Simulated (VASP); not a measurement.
# CuO in VASP: a series of runs, part 2 of 2

VASP 6.6.1. Earlier steps stand in the parts before.

## 3. Single point, RPBE

This run uses another cell than the first one, of 10.09 Å³/atom, 0.940 times its volume.

The input, INCAR:

```
  PREC = Accurate
  ENCUT = 520
  EDIFF = 1E-7
  ISMEAR = -1
  SIGMA = 0.05
  LREAL = F
  LASPH = T
  NELM = 80
  ALGO = Normal
  ISIF = 2
  LWAVE = F
  LCHARG = F
  GGA = RP
  NBANDS = 25
```

The input, KPOINTS:

```
regular mesh
0
Gamma
  9 9 5
```

The input, POSCAR:

```
CuO
1.0
    2.8207191443      0.0000000000      0.0000000000
    0.0382751310      2.8205021813      0.0000000000
    0.0171382374      0.0168928653      5.0706699737
Cu O
2 2
Direct
    0.0000000000      0.5000000000      0.0000000000
    0.5000000000      0.0000000000      0.5000000000
    0.9984239700      0.0016717800      0.7498871000
    0.0015760300      0.9983282200      0.2501129000
```

Potentials or basis: VASP PAW PBE potentials, release 64 (Cu, O).

The run is started by

```
$ cat potpaw_PBE.64/Cu/POTCAR potpaw_PBE.64/O/POTCAR > POTCAR
$ mpirun -np 1 vasp_std > vasp.out
```

OUTCAR:

```text
PREC = Accurate
   ENCUT = 520
   EDIFF = 1E-7
   ISMEAR = -1
   LREAL = F
   LASPH = T
   NELM = 80
   ISIF = 2
   GGA = RP

 ion  position               nearest neighbor table
   1  0.000  0.500  0.000-   3 1.90   4 1.90   3 1.90   4 1.90
   2  0.500  0.000  0.500-   3 1.90   4 1.90   4 1.90   3 1.90
   3  0.998  0.002  0.750-   2 1.90   2 1.90   1 1.90   1 1.90
   4  0.002  0.998  0.250-   2 1.90   2 1.90   1 1.90   1 1.90

  LATTYP: Found a base centered monoclinic cell.
 ALAT       =    10.8899768208
 B/A-ratio  =     0.3638182808
 C/A-ratio  =     0.4656324948
 COS(beta)  =    -0.9295148209

  Lattice vectors:

 A1 = (   2.8035809069,  -0.0168928653,  -5.0706699737)
 A2 = (   0.0211368936,   2.8036093160,  -5.0706699737)
 A3 = (   0.0171382374,   0.0168928653,   5.0706699737)

Analysis of symmetry for initial positions (statically):
=====================================================================
 Subroutine PRICEL returns:
 Original cell was already a primitive cell.

 Routine SETGRP: Setting up the symmetry group for a
 base centered monoclinic supercell.

 Subroutine GETGRP returns: Found  2 space group operations
 (whereof  2 operations were pure point group operations)
 out of a pool of  4 trial point group operations.

The static configuration has the point symmetry S_2 .

Analysis of symmetry for dynamics (positions and initial velocities):
=====================================================================
 Subroutine PRICEL returns:
 Original cell was already a primitive cell.

 Routine SETGRP: Setting up the symmetry group for a
 base centered monoclinic supercell.

 Subroutine GETGRP returns: Found  2 space group operations
[... 120 lines left out ...]
   EMIN   =  10.00;   EMAX   =-10.00  energy-range for DOS
   EFERMI =   0.00;   METHOD = LEGACY
   ISMEAR =    -1;   SIGMA  =   0.05  broadening in eV -4-tet -1-fermi 0-gaus
   EFERMI_NEDOS =   21; number of points for ismear=-14 and -15
   IALGO  =     38    algorithm
   IMIX   =      4    mixing-type and parameters
     AMIX     =   0.40;   BMIX     =  1.00
     AMIX_MAG =   1.60;   BMIX_MAG =  1.00
  volume/ion in A,a.u.               =      10.09        68.06
  Fermi-wavevector in a.u.,A,eV,Ry     =   1.546384  2.922241 32.535646  2.391303
  Thomas-Fermi vector in A             =   2.651628
   LORBIT       =      0    0 simple, 1 ext, 2 COOP (PROOUT), +10 PAW based schemes
   GGA     = RP    functional components
   LHFCALC =     F    Hartree Fock is set to
   AEXX    =    0.0000 exact exchange contribution
   IVDW    =     0    specifies the selected vdW correction
   LEPSILON=     F    determine dielectric tensor
   LRPA    =     F    only Hartree local field effects (RPA)
 non-spin polarized calculation
  energy-cutoff  :      520.00
  volume of cell :       40.34
 maximum number of plane-waves:      1104
 NGX is ok and might be reduce to    24
   NGX = 11   NGY = 11   NGZ = 19

 number of electron      33.9999996 magnetization

 Free energy of the ion-electron system (eV)
  ---------------------------------------------------
  ext. energy  EPLUGINS =         0.00000000
  ---------------------------------------------------
  free energy    TOTEN  =       -17.62158806 eV

  energy without entropy =      -17.60274692  energy(sigma->0) =      -17.61216749

 E-fermi :   6.2953     XC(G=0): -11.6442

 val. band max:        6.2919748449   @ k =  -0.4444  -0.4444   0.4000
 cond. band min:       6.2986587468   @ k =  -0.4444   0.4444  -0.4000
 fundamental gap:      0.0066839019
 Fermi energy:         6.2953336417

 k-point     1 :       0.0000    0.0000    0.0000
  band No.  band energies     occupation
      1     -14.4179      2.00000
      2     -12.9610      2.00000
      3      -2.7115      2.00000
      4       0.2650      2.00000
      5       0.2944      2.00000
      6       2.0453      2.00000
[... 661 lines left out ...]
     24      19.0380      0.00000
     25      22.7336      0.00000

 [... further k-points ...]

------------------------ aborting loop because EDIFF is reached ----------------------------------------

  FORCE on cell =-STRESS in cart. coord.  units (eV):
  Direction    XX          YY          ZZ          XY          YZ          ZX
  --------------------------------------------------------------------------------------
  -------------------------------------------------------------------------------------
  Total        5.9416476      5.9196565      7.2027985      0.0279259      0.0218243      0.0162098
  in kB      235.9749161    235.1015326    286.0620303      1.1090885      0.8667623      0.6437788
  external PRESSURE =     252.3794930 kB  Pullay stress =       0.0000000 kB

 VOLUME and BASIS-vectors are now :
 -----------------------------------------------------------------------------
  energy-cutoff  :      520.00
  volume of cell :       40.34
      direct lattice vectors                 reciprocal lattice vectors
     2.820719144  0.000000000  0.000000000     0.354519521 -0.004810945 -0.001182205
     0.038275131  2.820502181  0.000000000     0.000000000  0.354546792 -0.001181168
     0.017138237  0.016892865  5.070669974     0.000000000  0.000000000  0.197212598

 POSITION                                       TOTAL-FORCE (eV/Angst)
 -----------------------------------------------------------------------------------
      0.01914      1.41025      0.00000        -0.000000     -0.000000      0.000000
      1.41893      0.00845      2.53533        -0.000000     -0.000000      0.000000
      2.82919      0.01738      3.80243        -0.003202      0.001337      0.012407
      0.04694      2.82001      1.26824         0.003202     -0.001337     -0.012407
 -----------------------------------------------------------------------------------
    total drift:                                0.000000     -0.000000     -0.000000

  FREE ENERGIE OF THE ION-ELECTRON SYSTEM (eV)
  ---------------------------------------------------
  free  energy   TOTEN  =       -17.6215880581 eV

  energy  without entropy=      -17.6027469161  energy(sigma->0) =      -17.61216749
```

Run time: 2.4 min. Hardware: 1 thread of Intel Xeon Platinum 8488C (Sapphire Rapids), shared host; peak memory 0.28 GiB.

What came out:

```
Free energy            : -17.6216 eV
Pressure               : 25.2 GPa
Largest force          : 0.013 eV/Å
Band gap on the k mesh : zero (band 17 reaches 6.99 eV, above the bottom of band 18 at 6.00 eV)
```

Forces on the atoms (eV/Å):
```
Cu   0.000  0.000  0.000
Cu   0.000  0.000  0.000
O   -0.003  0.001  0.012
O    0.003 -0.001 -0.012
```

Levels at points of the mesh, in eV from the Fermi level:
```csv
k point,band 13,band 14,band 15,band 16,band 17,band 18,band 19,band 20,band 21,band 22
"(0.00, 0.00, 0.00)",-2.70,-2.66,-2.57,-2.22,0.69,0.73,1.72,6.33,7.73,14.04
```

Caveat: the PAW data sets were made with another functional, which shifts forces and pressure a little; semilocal functionals often make such compounds metallic where correlation or magnetic order opens a gap, which also shifts bond lengths.

## 4. Single point, RPBE

This run uses another cell than the first one, of 10.30 Å³/atom, 0.960 times its volume.

The input, INCAR:

```
SYSTEM = CuO
PREC     = Accurate       ! precision mode
ENCUT    = 520            ! plane-wave cutoff, eV
EDIFF    = 1E-7           ! SCF threshold, eV
ISMEAR   = -1             ! smearing method
SIGMA    = 0.05           ! smearing width, eV
LREAL    = .False.        ! projectors in reciprocal space
LASPH    = .True.         ! aspherical terms in the spheres
NELM     = 100            ! most SCF steps
ALGO     = Normal         ! electronic algorithm
ISIF     = 2              ! what is computed and relaxed
LWAVE    = .False.        ! write WAVECAR
LCHARG   = .True.         ! write CHGCAR
GGA      = RP             ! functional
LELF     = .True.         ! ELF
LVHAR    = .True.       
NBANDS   = 25             ! bands
```

The input, KPOINTS:

```
regular mesh
0
Gamma
  9 9 5
  0 0 0
```

The input, POSCAR:

```
CuO
1.0
    2.8405840181      0.0000000000      0.0000000000
    0.0385446830      2.8403655272      0.0000000000
    0.0172589332      0.0170118330      5.1063800938
Cu O
2 2
Direct
    0.0000000000      0.5000000000      0.0000000000
    0.5000000000      0.0000000000      0.5000000000
    0.9984239700      0.0016717800      0.7498871000
    0.0015760300      0.9983282200      0.2501129000
```

Potentials or basis: VASP PAW PBE potentials, release 64 (Cu, O).

The run is started by

```
$ cat potpaw_PBE.64/Cu/POTCAR potpaw_PBE.64/O/POTCAR > POTCAR
$ mpirun -np 1 vasp_std > vasp.out
```

OUTCAR:

```text
SYSTEM = CuO
   PREC = Accurate
   ENCUT = 520
   EDIFF = 1E-7
   ISMEAR = -1
   LREAL = .False.
   LASPH = .True.
   NELM = 100
   ISIF = 2
   GGA = RP

 ion  position               nearest neighbor table
   1  0.000  0.500  0.000-   3 1.91   4 1.91   3 1.91   4 1.91
   2  0.500  0.000  0.500-   3 1.91   4 1.91   4 1.91   3 1.91
   3  0.998  0.002  0.750-   2 1.91   2 1.91   1 1.91   1 1.91
   4  0.002  0.998  0.250-   2 1.91   2 1.91   1 1.91   1 1.91

  LATTYP: Found a base centered monoclinic cell.
 ALAT       =    10.9666693254
 B/A-ratio  =     0.3638182808
 C/A-ratio  =     0.4656324948
 COS(beta)  =    -0.9295148209

  Lattice vectors:

 A1 = (   2.8233250849,  -0.0170118330,  -5.1063800938)
 A2 = (   0.0212857498,   2.8233536942,  -5.1063800938)
 A3 = (   0.0172589332,   0.0170118330,   5.1063800938)

Analysis of symmetry for initial positions (statically):
=====================================================================
 Subroutine PRICEL returns:
 Original cell was already a primitive cell.

 Routine SETGRP: Setting up the symmetry group for a
 base centered monoclinic supercell.

[... 171 lines left out ...]

 val. band max:        5.9978179510   @ k =   0.4444   0.4444   0.4000
 cond. band min:       6.0197729087   @ k =  -0.1111   0.2222   0.0000
 fundamental gap:      0.0219549576
 Fermi energy:         5.9990422982

 k-point     1 :       0.0000    0.0000    0.0000
  band No.  band energies     occupation
      1     -14.4990      2.00000
      2     -13.1027      2.00000
      3      -2.7752      2.00000
      4       0.1399      2.00000
      5       0.1686      2.00000
      6       1.8882      2.00000
[... 661 lines left out ...]
     24      18.6098      0.00000
     25      22.2171      0.00000

 [... further k-points ...]

------------------------ aborting loop because EDIFF is reached ----------------------------------------

  FORCE on cell =-STRESS in cart. coord.  units (eV):
  Direction    XX          YY          ZZ          XY          YZ          ZX
  --------------------------------------------------------------------------------------
  -------------------------------------------------------------------------------------
  Total        4.9591914      4.9395924      5.7668017      0.0187886      0.0174930      0.0123637
  in kB      192.8530197    192.0908529    224.2593667      0.7306518      0.6802695      0.4807999
  external PRESSURE =     203.0677465 kB  Pullay stress =       0.0000000 kB

 VOLUME and BASIS-vectors are now :
 -----------------------------------------------------------------------------
  energy-cutoff  :      520.00
  volume of cell :       41.20
      direct lattice vectors                 reciprocal lattice vectors
     2.840584018  0.000000000  0.000000000     0.352040282 -0.004777301 -0.001173937
     0.038544683  2.840365527  0.000000000     0.000000000  0.352067363 -0.001172907
     0.017258933  0.017011833  5.106380094     0.000000000  0.000000000  0.195833444

 POSITION                                       TOTAL-FORCE (eV/Angst)
 -----------------------------------------------------------------------------------
      0.01927      1.42018      0.00000         0.000000     -0.000000      0.000000
      1.42892      0.00851      2.55319         0.000000     -0.000000      0.000000
      2.84911      0.01751      3.82921        -0.001537     -0.000244      0.011695
      0.04727      2.83987      1.27717         0.001537      0.000244     -0.011695
 -----------------------------------------------------------------------------------
    total drift:                                0.000000     -0.000000     -0.000000

  FREE ENERGIE OF THE ION-ELECTRON SYSTEM (eV)
  ---------------------------------------------------
  free  energy   TOTEN  =       -17.7446578552 eV

  energy  without entropy=      -17.7256472498  energy(sigma->0) =      -17.73515255
```

Wall time 3.2 min (1 thread of Intel Xeon Platinum 8488C (Sapphire Rapids), shared host); peak memory 0.28 GiB.

What came out:

```
Free energy            : -17.7447 eV
Pressure               : 20.3 GPa
Largest force          : 0.012 eV/Å
Band gap on the k mesh : zero (band 17 reaches 6.68 eV, above the bottom of band 18 at 5.71 eV)
```

Forces on the atoms (eV/Å):
```
Cu   0.000  0.000  0.000
Cu   0.000  0.000  0.000
O   -0.002  0.000  0.012
O    0.002  0.000 -0.012
```

Levels at points of the mesh, in eV from the Fermi level:
```csv
k point,band 13,band 14,band 15,band 16,band 17,band 18,band 19,band 20,band 21,band 22
"(0.00, 0.00, 0.00)",-2.62,-2.58,-2.49,-2.16,0.68,0.72,1.66,6.32,7.63,13.96
```

Caveat: the PAW data sets were made with another functional, which shifts forces and pressure a little; semilocal functionals often make such compounds metallic where correlation or magnetic order opens a gap, which also shifts bond lengths.

## 5. Single point, PBEsol+D3(BJ)

This run uses another cell than the first one, of 10.43 Å³/atom, 0.972 times its volume.

The input, INCAR:

```
SYSTEM = CuO
ALGO = Normal
EDIFF = 1E-7
ENCUT = 520
GGA = PS
ISIF = 2
ISMEAR = -1
IVDW = 12
LASPH = .True.
LCHARG = .False.
LREAL = .False.
LWAVE = .False.
NBANDS = 25
NELM = 60
PREC = Accurate
SIGMA = 0.05
```

The input, KPOINTS:

```
k-points
0
Gamma
  9 9 5
  0 0 0
```

The input, POSCAR:

```
CuO
1.0
    2.8646310150     -0.0137404313     -0.0039938193
    0.0251316091      2.8645111571     -0.0040180100
    0.0101432543      0.0099479716      5.0845353371
Cu O
2 2
Direct
    0.0000000000      0.5000000000      0.0000000000
    0.5000000000      0.0000000000      0.5000000000
    0.9997655160      0.0002247517      0.7499999074
    0.0002344840      0.9997752483      0.2500000926
```

Potentials or basis: VASP PAW PBE potentials, release 64 (Cu, O).

The run is started by

```
$ cat potpaw_PBE.64/Cu/POTCAR potpaw_PBE.64/O/POTCAR > POTCAR
$ mpirun -np 1 vasp_std > vasp.out
```

OUTCAR:

```text
SYSTEM = CuO
   EDIFF = 1E-7
   ENCUT = 520
   GGA = PS
   ISIF = 2
   ISMEAR = -1
   IVDW = 12
   LASPH = .True.
   LREAL = .False.
   NELM = 60
   PREC = Accurate
 IVDW          = 12

 ion  position               nearest neighbor table
   1  0.000  0.500  0.000-   3 1.91   4 1.91   4 1.92   3 1.92
   2  0.500  0.000  0.500-   4 1.91   3 1.91   4 1.92   3 1.92
   3  1.000  0.000  0.750-   1 1.91   2 1.91   1 1.92   2 1.92
   4  0.000  1.000  0.250-   1 1.91   2 1.91   1 1.92   2 1.92

  LATTYP: Found a base centered monoclinic cell.
 ALAT       =    10.9462666465
[... 876 lines left out ...]
  Direction    XX          YY          ZZ          XY          YZ          ZX
  --------------------------------------------------------------------------------------
  -------------------------------------------------------------------------------------
  Total       0.16592     0.16703     0.29675    -0.00354    -0.00088    -0.00085
  in kB       6.37123     6.41373    11.39470    -0.13605    -0.03394    -0.03266
  external pressure =        8.06 kB  Pullay stress =        0.00 kB

 VOLUME and BASIS-vectors are now :
 -----------------------------------------------------------------------------
  energy-cutoff  :      520.00
  volume of cell :       41.72
      direct lattice vectors                 reciprocal lattice vectors
     2.864631015 -0.013740431 -0.003993819     0.349069442 -0.003063507 -0.000690373
     0.025131609  2.864511157 -0.004018010     0.001673453  0.349084060 -0.000686327
     0.010143254  0.009947972  5.084535337     0.000275511  0.000273454  0.196673721

 POSITION                                       TOTAL-FORCE (eV/Angst)
 -----------------------------------------------------------------------------------
      0.01257      1.43226     -0.00201        -0.000000     -0.000000      0.000000
      1.43739     -0.00190      2.54027         0.000000     -0.000000      0.000000
      2.87157     -0.00563      3.80941        -0.000242      0.000267     -0.000187
      0.02833      2.86635      1.26712         0.000242     -0.000267      0.000187
 -----------------------------------------------------------------------------------
    total drift:                                0.000000      0.000000     -0.000000

  FREE ENERGIE OF THE ION-ELECTRON SYSTEM (eV)
  ---------------------------------------------------
  free  energy   TOTEN  =       -22.3809243634 eV

  energy  without entropy=      -22.3621917500  energy(sigma->0) =      -22.37155806
```

It took 3.2 min on 1 thread of Intel Xeon Platinum 8488C (Sapphire Rapids), shared host; peak memory 0.29 GiB.

What came out:

```yaml
Free_energy: -22.3809 eV
Pressure: 0.8 GPa
Band_gap_on_the_k_mesh: zero (band 17 reaches 6.20 eV, above the bottom of band 18 at 5.21 eV)
Dispersion_energy_per_atom: -0.228 eV
```

Stress tensor (GPa, compression positive):
```
 0.64 -0.01  0.00
-0.01  0.64  0.00
 0.00  0.00  1.14
```

Caveat: the PAW data sets were made with another functional, which shifts forces and pressure a little; semilocal functionals often make such compounds metallic where correlation or magnetic order opens a gap, which also shifts bond lengths; pairwise dispersion overbinds metals, which lowers pressure and volume. With open d or f shells a metallic result of PBEsol can be an artefact of self-interaction; +U or a hybrid may open a gap.

## 6. Overview

```tsv
level	cell	k mesh	smearing	gap on the mesh (eV)	pressure (GPa)	largest force (eV/Å)
PBEsol	a = 2.880, b = 2.880, c = 5.176 Å, angles 89.8, 89.8, 89.2°, 4 atoms	5 × 5 × 3	fermi-dirac 0.03 eV	none	-1.6	0.01
RPBE	a = 2.821, b = 2.821, c = 5.071 Å, angles 89.8, 89.8, 89.2°, 4 atoms	9 × 9 × 5	fermi-dirac 0.05 eV	none	25.2	0.01
RPBE	a = 2.841, b = 2.841, c = 5.106 Å, angles 89.8, 89.8, 89.2°, 4 atoms	9 × 9 × 5	fermi-dirac 0.05 eV	none	20.3	0.01
PBEsol+D3(BJ)	a = 2.865, b = 2.865, c = 5.085 Å, angles 90.0, 90.0, 89.8°, 4 atoms	9 × 9 × 5	fermi-dirac 0.05 eV	none	0.8	-
```

Alike in all rows: task single point; potentials or basis VASP PAW PBE potentials, release 64 (Cu, O); no spin polarisation; cutoff (eV) 520.

Caveats: some runs use coarse meshes; the PAW data sets were made with another functional, which shifts forces and pressure a little; semilocal functionals often make such compounds metallic where correlation or magnetic order opens a gap, which also shifts bond lengths; pairwise dispersion overbinds metals, which lowers pressure and volume (some runs).

Total energies depend on the potentials used, so only differences within one code and one set of settings carry meaning.
